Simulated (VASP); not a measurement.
# NaF (Fm-3m) in VASP: a series of runs

Aim: see how the results for NaF move with the level of theory and the settings. Levels: PBE, r2SCAN. Tasks: single point.

Program: VASP 6.6.1. These are calculated values, not measurements. Logs are shortened: lines on timing, memory, paths and dates and some standing lists are left out, and cuts for length are marked.

### Step 1. The cell of the first run

The structure is cubic, space group Fm-3m (No. 225). Conventional cell: a = 4.594 Å, b = 4.594 Å, c = 4.594 Å, α = 90.00°, β = 90.00°, γ = 90.00°. Na (site symmetry m-3m) has 6 F at 2.30 Å within 3.0 Å. F (site symmetry m-3m) has 6 Na at 2.30 Å within 3.0 Å.

### Step 2. Single point, PBE

INCAR

```
  PREC = Accurate
  ENCUT = 520
  EDIFF = 1E-6
  ISMEAR = 0
  SIGMA = 0.01
  LREAL = F
  LASPH = T
  NELM = 100
  ALGO = Normal
  ISIF = 2
  LWAVE = F
  LCHARG = F
  GGA = PE
  NBANDS = 14
```

KPOINTS

```
regular mesh
0
Gamma
  6 6 6
```

POSCAR

```
NaF
1.0
    0.0000000000      2.2972433049      2.2972433049
    2.2972433049      0.0000000000      2.2972433049
    2.2972433049      2.2972433049      0.0000000000
Na F
1 1
Direct
    0.0000000000      0.0000000000      0.0000000000
    0.5000000000      0.5000000000      0.5000000000
```

Potentials or basis: VASP PAW PBE potentials, release 64 (Na_pv, F).

On the command line:

```
$ cat potpaw_PBE.64/Na_pv/POTCAR potpaw_PBE.64/F/POTCAR > POTCAR
$ mpirun -np 1 vasp_std > vasp.out
```

OUTCAR:

```text
PREC = Accurate
   ENCUT = 520
   EDIFF = 1E-6
   ISMEAR = 0
   LREAL = F
   LASPH = T
   NELM = 100
   ISIF = 2
   GGA = PE

 ion  position               nearest neighbor table
   1  0.000  0.000  0.000-   2 2.30   2 2.30   2 2.30   2 2.30   2 2.30   2 2.30
   2  0.500  0.500  0.500-   1 2.30   1 2.30   1 2.30   1 2.30   1 2.30   1 2.30

  LATTYP: Found a face centered cubic cell.
 ALAT       =     4.5944866098

  Lattice vectors:

 A1 = (   0.0000000000,   2.2972433049,   2.2972433049)
 A2 = (   2.2972433049,   0.0000000000,   2.2972433049)
 A3 = (   2.2972433049,   2.2972433049,   0.0000000000)

Analysis of symmetry for initial positions (statically):
=====================================================================
 Subroutine PRICEL returns:
 Original cell was already a primitive cell.

 Routine SETGRP: Setting up the symmetry group for a
 face centered cubic supercell.

 Subroutine GETGRP returns: Found 48 space group operations
 (whereof 48 operations were pure point group operations)
 out of a pool of 48 trial point group operations.

The static configuration has the point symmetry O_h .

Analysis of symmetry for dynamics (positions and initial velocities):
=====================================================================
 Subroutine PRICEL returns:
 Original cell was already a primitive cell.

 Routine SETGRP: Setting up the symmetry group for a
 face centered cubic supercell.

 Subroutine GETGRP returns: Found 48 space group operations
 (whereof 48 operations were pure point group operations)
 out of a pool of 48 trial point group operations.

The dynamic configuration has the point symmetry O_h .

 Subroutine INISYM returns: Found 48 space group operations
 (whereof 48 operations are pure point group operations),
 and found     1 'primitive' translations

----------------------------------------------------------------------------------------

                                     Primitive cell

  volume of cell :      24.2466

  direct lattice vectors                    reciprocal lattice vectors
     0.000000000  2.297243305  2.297243305    -0.217652174  0.217652174  0.217652174
     2.297243305  0.000000000  2.297243305     0.217652174 -0.217652174  0.217652174
     2.297243305  2.297243305  0.000000000     0.217652174  0.217652174 -0.217652174

  length of vectors
     3.248792638  3.248792638  3.248792638     0.376984624  0.376984624  0.376984624

  position of ions in fractional coordinates (direct lattice)
     0.000000000  0.000000000  0.000000000
     0.500000000  0.500000000  0.500000000

  ion indices of the primitive-cell ions
   primitive index   ion index
                 1           1
                 2           2

----------------------------------------------------------------------------------------

 KPOINTS: regular mesh

Automatic generation of k-mesh.
 Grid dimensions read from file:
 generate k-points for:    6    6    6

 Generating k-lattice:

  Cartesian coordinates                     Fractional coordinates (reciprocal lattice)
    -0.036275362  0.036275362  0.036275362     0.166666667  0.000000000  0.000000000
     0.036275362 -0.036275362  0.036275362     0.000000000  0.166666667  0.000000000
     0.036275362  0.036275362 -0.036275362     0.000000000  0.000000000  0.166666667

  Length of vectors
     0.062830771  0.062830771  0.062830771

  Shift w.r.t. Gamma in fractional coordinates (k-lattice)
     0.000000000  0.000000000  0.000000000

 Subroutine IBZKPT returns following result:
 ===========================================

 Found     16 irreducible k-points:

 Following reciprocal coordinates:
            Coordinates               Weight
  0.000000  0.000000  0.000000      1.000000
  0.166667  0.000000  0.000000      8.000000
  0.333333  0.000000  0.000000      8.000000
  0.500000  0.000000  0.000000      4.000000
  0.166667  0.166667  0.000000      6.000000
  0.333333  0.166667  0.000000     24.000000
[... 8 lines left out ...]
 -0.333333  0.333333  0.166667     24.000000
 -0.333333  0.500000  0.166667     12.000000
   k-points           NKPTS =     16   k-points in BZ     NKDIM =     16   number of bands    NBANDS=     14
   number of dos      NEDOS =    301   number of ions     NIONS =      2
   total plane-waves  NPLWV =  13824
   dimension x,y,z NGX =    24 NGY =   24 NGZ =   24
   dimension x,y,z NGXF=    48 NGYF=   48 NGZF=   48
   ions per type =               1   1
   NGX,Y,Z   is equivalent  to a cutoff of  12.28, 12.28, 12.28 a.u.
   NGXF,Y,Z  is equivalent  to a cutoff of  24.56, 24.56, 24.56 a.u.
 SYSTEM =  unknown system
   PREC   = accura    normal or accurate (medium, high low for compatibility)
   ISTART =      0    job   : 0-new  1-cont  2-samecut
   ICHARG =      2    charge: 1-file 2-atom 10-const
   ISPIN  =      1    spin polarized calculation?
   LNONCOLLINEAR =      F non collinear calculations
   LSORBIT =      F    spin-orbit coupling
   LASPH  =      T    aspherical Exc in radial PAW
   ENCUT  =  520.0 eV  38.22 Ry    6.18 a.u.   6.04  6.04  6.04*2*pi/ulx,y,z
   NELM   =    100;   NELMIN=  2; NELMDL= -5     # of ELM steps
   EDIFF  = 0.1E-05   stopping-criterion for ELM
   LREAL  =      F    real-space projection
   EDIFFG = 0.1E-04   stopping-criterion for IOM
   NSW    =      0    number of steps for IOM
   IBRION =     -1    ionic relax: 0-MD 1-quasi-New 2-CG
   NFREE  =      0    steps in history (QN), initial steepest desc. (CG)
   ISIF   =      2    stress and relaxation
   ISYM   =      2    0-nonsym 1-usesym 2-fastsym
   POTIM  = 0.5000    time-step for ionic-motion
   TEBEG  =    0.0;   TEEND  =   0.0 temperature during run
   PSTRESS=    0.0 pullay stress
   NELECT =      14.0000    total number of electrons
   NUPDOWN=      -1.0000    fix difference up-down
   EMIN   =  10.00;   EMAX   =-10.00  energy-range for DOS
   EFERMI =   0.00;   METHOD = LEGACY
   ISMEAR =     0;   SIGMA  =   0.01  broadening in eV -4-tet -1-fermi 0-gaus
   EFERMI_NEDOS =   21; number of points for ismear=-14 and -15
   IALGO  =     38    algorithm
   IMIX   =      4    mixing-type and parameters
     AMIX     =   0.40;   BMIX     =  1.00
     AMIX_MAG =   1.60;   BMIX_MAG =  1.00
  volume/ion in A,a.u.               =      12.12        81.81
  Fermi-wavevector in a.u.,A,eV,Ry     =   1.363224  2.576120 25.284786  1.858379
  Thomas-Fermi vector in A             =   2.489645
   LORBIT       =      0    0 simple, 1 ext, 2 COOP (PROOUT), +10 PAW based schemes
   GGA     = PE    functional components
   LHFCALC =     F    Hartree Fock is set to
   AEXX    =    0.0000 exact exchange contribution
   IVDW    =     0    specifies the selected vdW correction
   LEPSILON=     F    determine dielectric tensor
   LRPA    =     F    only Hartree local field effects (RPA)
 non-spin polarized calculation
 Gauss-broadening in eV      SIGMA  =   0.01
  energy-cutoff  :      520.00
  volume of cell :       24.25
 maximum number of plane-waves:       660
   NGX = 13   NGY = 13   NGZ = 13

 number of electron      13.9999992 magnetization

 Free energy of the ion-electron system (eV)
  ---------------------------------------------------
  ext. energy  EPLUGINS =         0.00000000
  ---------------------------------------------------
  free energy    TOTEN  =        -8.54961672 eV

  energy without entropy =       -8.54961672  energy(sigma->0) =       -8.54961672

 E-fermi :  -1.8054     XC(G=0):  -9.2786

 val. band max:       -1.9700707623   @ k =   0.0000   0.0000   0.0000
 cond. band min:       4.4700355160   @ k =   0.0000   0.0000   0.0000
 fundamental gap:      6.4401062784
 Fermi energy:        -1.8053562678

 k-point     1 :       0.0000    0.0000    0.0000
  band No.  band energies     occupation
      1     -21.1878      2.00000
      2     -20.8410      2.00000
      3     -20.8410      2.00000
      4     -20.8410      2.00000
      5      -1.9701      2.00000
      6      -1.9701      2.00000
      7      -1.9701      2.00000
      8       4.4700      0.00000
      9      17.1905      0.00000
     10      17.1905      0.00000
     11      17.1905      0.00000
     12      20.1056      0.00000
     13      22.3124      0.00000
     14      22.3124      0.00000

 k-point     2 :       0.1667    0.0000    0.0000
  band No.  band energies     occupation
      1     -21.4489      2.00000
      2     -20.8442      2.00000
      3     -20.8442      2.00000
      4     -20.5430      2.00000
      5      -2.4716      2.00000
      6      -2.0383      2.00000
      7      -2.0383      2.00000
      8       5.4134      0.00000
      9      14.7020      0.00000
     10      17.6127      0.00000
     11      17.6127      0.00000
     12      21.4917      0.00000
     13      21.4917      0.00000
     14      22.6211      0.00000

 k-point     3 :       0.3333    0.0000    0.0000
  band No.  band energies     occupation
      1     -21.7067      2.00000
      2     -20.8507      2.00000
      3     -20.8507      2.00000
      4     -20.2096      2.00000
      5      -3.2732      2.00000
      6      -2.1720      2.00000
      7      -2.1720      2.00000
      8       7.4217      0.00000
      9      12.2005      0.00000
     10      18.2872      0.00000
     11      18.2872      0.00000
     12      21.0165      0.00000
     13      21.0165      0.00000
     14      22.4708      0.00000
[... 188 lines left out ...]
 k-point    15 :      -0.3333    0.3333    0.1667
  band No.  band energies     occupation
      1     -21.5207      2.00000
      2     -20.9232      2.00000
      3     -20.8974      2.00000
      4     -20.3085      2.00000
      5      -3.1406      2.00000
      6      -2.7220      2.00000
      7      -2.3989      2.00000
      8      10.6087      0.00000
      9      11.1342      0.00000
     10      14.4612      0.00000
     11      16.3373      0.00000
     12      20.9827      0.00000
     13      21.6942      0.00000
     14      26.3495      0.00000

 k-point    16 :      -0.3333    0.5000    0.1667
  band No.  band energies     occupation
      1     -21.3186      2.00000
      2     -20.9700      2.00000
      3     -20.9223      2.00000
      4     -20.4699      2.00000
      5      -3.0833      2.00000
      6      -2.6382      2.00000
      7      -2.5206      2.00000
      8      11.4114      0.00000
      9      11.4268      0.00000
     10      12.8916      0.00000
     11      16.0628      0.00000
     12      19.8172      0.00000
     13      24.4119      0.00000
     14      24.4793      0.00000

------------------------ aborting loop because EDIFF is reached ----------------------------------------

  FORCE on cell =-STRESS in cart. coord.  units (eV):
  Direction    XX          YY          ZZ          XY          YZ          ZX
  --------------------------------------------------------------------------------------
  -------------------------------------------------------------------------------------
  Total        0.5290388      0.5290388      0.5290388      0.0000000      0.0000000      0.0000000
  in kB       34.9580447     34.9580447     34.9580447      0.0000000      0.0000000      0.0000000
  external PRESSURE =      34.9580447 kB  Pullay stress =       0.0000000 kB

 VOLUME and BASIS-vectors are now :
 -----------------------------------------------------------------------------
  energy-cutoff  :      520.00
  volume of cell :       24.25
      direct lattice vectors                 reciprocal lattice vectors
     0.000000000  2.297243305  2.297243305    -0.217652174  0.217652174  0.217652174
     2.297243305  0.000000000  2.297243305     0.217652174 -0.217652174  0.217652174
     2.297243305  2.297243305  0.000000000     0.217652174  0.217652174 -0.217652174

 POSITION                                       TOTAL-FORCE (eV/Angst)
 -----------------------------------------------------------------------------------
      0.00000      0.00000      0.00000        -0.000000      0.000000     -0.000000
      2.29724      2.29724      2.29724         0.000000     -0.000000      0.000000
 -----------------------------------------------------------------------------------
    total drift:                                0.000000     -0.000000      0.000000

  FREE ENERGIE OF THE ION-ELECTRON SYSTEM (eV)
  ---------------------------------------------------
  free  energy   TOTEN  =        -8.5496167229 eV

  energy  without entropy=       -8.5496167229  energy(sigma->0) =       -8.54961672
```

Wall time 7.4 s (1 thread of Oxide Virtual Turin-like, shared host); peak memory 0.1 GiB.

Results:

| Quantity | Value |
| --- | --- |
| Free energy | -8.5496 eV |
| Pressure | 3.5 GPa |
| Band gap on the k mesh | 6.44 eV |

Caveat: the cell stands under pressure.

### Step 3. Single point, r2SCAN

POSCAR is that of step 2.

INCAR.step1

```
SYSTEM = NaF
PREC = Accurate
ENCUT = 520
ISMEAR = 0
SIGMA = 0.01
LREAL = .FALSE.
LASPH = .TRUE.
NELM = 100
NBANDS = 14
GGA = PE
ALGO = Normal
EDIFF = 1E-4
LWAVE = .TRUE.
LCHARG = .FALSE.
```

INCAR.step2

```
SYSTEM = NaF
PREC = Accurate
ENCUT = 520
EDIFF = 1E-6
ISMEAR = 0
SIGMA = 0.01
LREAL = .FALSE.
LASPH = .TRUE.
NELM = 100
ALGO = Normal
ISIF = 2
LWAVE = .FALSE.
LCHARG = .FALSE.
METAGGA = R2SCAN
LMIXTAU = .TRUE.
NBANDS = 14
ISTART = 1
```

KPOINTS

```
regular mesh
0
G
  6 6 6
  0 0 0
```

Potentials or basis: VASP PAW PBE potentials, release 64 (Na_pv, F).

On the command line:

```
$ cat potpaw_PBE.64/Na_pv/POTCAR potpaw_PBE.64/F/POTCAR > POTCAR
$ cp INCAR.step1 INCAR
$ mpirun -np 1 vasp_std > vasp.out
$ cp INCAR.step2 INCAR
$ mpirun -np 1 vasp_std > vasp.out
```

Wall time 30 s (1 thread of Oxide Virtual Turin-like, shared host); peak memory 0.1 GiB.

The run converged. Its results:

| Property | Result |
| --- | --- |
| Free energy | -12.6030 eV |
| Pressure | -0.8 GPa |
| Band gap on the k mesh | 7.32 eV |

Levels at points of the mesh, in eV from the valence-band top:
```
           k point  band 5  band 6  band 7  band 8  band 9  band 10
(0.00, 0.00, 0.00)    0.00    0.00    0.00    7.32   19.97    19.97
(0.50, 0.00, 0.00)   -1.61   -0.28   -0.28   11.80   13.64    21.70
(0.50, 0.50, 0.00)   -1.30   -0.42   -0.41   14.01   14.29    15.11
```

Caveat: the PAW data sets were made with another functional, which shifts forces and pressure a little.
